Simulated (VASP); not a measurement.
Wanted: the native input for a VASP 6.6.1 run.

```
Task                   : relaxation of cell and atoms
Functional             : PBEsol
Potentials or basis    : VASP PAW PBE potentials, release 64 (C, Si)
Cutoff                 : 600 eV
k mesh                 : 3 × 3 × 2, shifted
Occupations            : gaussian, width 0.1 eV
Spin                   : no spin polarisation
Dipole correction      : no
Further INCAR settings : LREAL = Auto; ALGO = Normal; EDIFF = 1e-07; ISYM = 0; IBRION = 2; EDIFFG = -0.04; NSW = 70; ISIF = 3
```

The structure of SiC3 lies in POSCAR:

```
SiC3
1.0
   -4.0710122200     -4.0710122200      0.0000000000
    0.0000000000      4.0710122200      4.0710122200
   -4.0710122200      4.0710122200     -4.0710122200
C Si
18 6
Direct
    0.4936349777      0.9987736679      0.0034227483
    0.0007610904      0.9960945560      0.0013793242
    0.8326563474      0.1636198459      0.6669659057
    0.6632267669      0.3297895411      0.3336160528
    0.5005227123      0.4998938964      0.0002430127
    0.9998089683      0.5004337943      0.0018122892
    0.3381829054      0.6726735485      0.6694287391
    0.6691482447      0.8311587515      0.3332090092
    0.1682228032      0.8337750185      0.3318546257
    0.3369120180      0.1718373914      0.9147597938
    0.8368207701      0.1667507580      0.9148810695
    0.6683691020      0.3293835379      0.5830457693
    0.1640214992      0.3309411851      0.5817711023
    0.4985645074      0.4943408762      0.2483833322
    0.3296532188      0.6621654589      0.9172187312
    0.1700984138      0.8324159206      0.5814872936
    0.4893865497      0.9940715147      0.2503087619
    0.9957658752      0.9912174585      0.2545883460
    0.3360711109      0.1692671505      0.6633347140
    0.1660440248      0.3391046585      0.3296633340
    0.8309993570      0.6710490608      0.6670962964
    0.0003020169      0.5010663761      0.2536242445
    0.8294234858      0.6615658081      0.9120457857
    0.6662107473      0.8325032800      0.5857222668
```

The input as run:

INCAR

```
PREC     = Accurate       # precision mode
ENCUT    = 600            # plane-wave cutoff, eV
EDIFF    = 1E-7           # SCF threshold, eV
ISMEAR   = 0              # smearing method
SIGMA    = 0.1            # smearing width, eV
LREAL    = Auto         
LASPH    = True           # aspherical terms in the spheres
NELM     = 60             # most SCF steps
ALGO     = Normal         # electronic algorithm
ISIF     = 3              # what is computed and relaxed
LWAVE    = False          # write WAVECAR
LCHARG   = False          # write CHGCAR
GGA      = PS             # functional
IBRION   = 2              # ionic algorithm
NSW      = 70             # ionic steps
EDIFFG   = -0.04          # ionic threshold
ISYM     = 0
```

KPOINTS

```
Automatic mesh
0
Gamma
  3 3 2
  0 0 0.5
```

Potentials or basis: VASP PAW PBE potentials, release 64 (C, Si).

Run with:

```sh
$ cat potpaw_PBE.64/C/POTCAR potpaw_PBE.64/Si/POTCAR > POTCAR
$ mpirun -np 1 vasp_std > vasp.out
```

Results of the run:

```
Relaxed volume                        : 8.13 Å³/atom
Relaxed cell                          : a = 5.701 Å, b = 5.701 Å, c = 6.947 Å, α = 89.35°, β = 90.65°, γ = 120.23°
Space group after relaxing (to 0.1 Å) : Cm (No. 8)
Pressure after relaxing               : 0.0 GPa
Largest force after relaxing          : 0.033 eV/Å
Band gap on the k mesh                : 0.87 eV
```

Caveat: the k points lie up to 0.45 Å⁻¹ apart in the final cell; the PAW data sets were made with another functional, which shifts forces and pressure a little; a shifted mesh leaves out Γ, where band edges can lie.

Run time: 29 min on 1 thread of Intel(R) Xeon(R) 6975P-C (Granite Rapids), with other jobs on the host, peak memory 0.4 GiB.
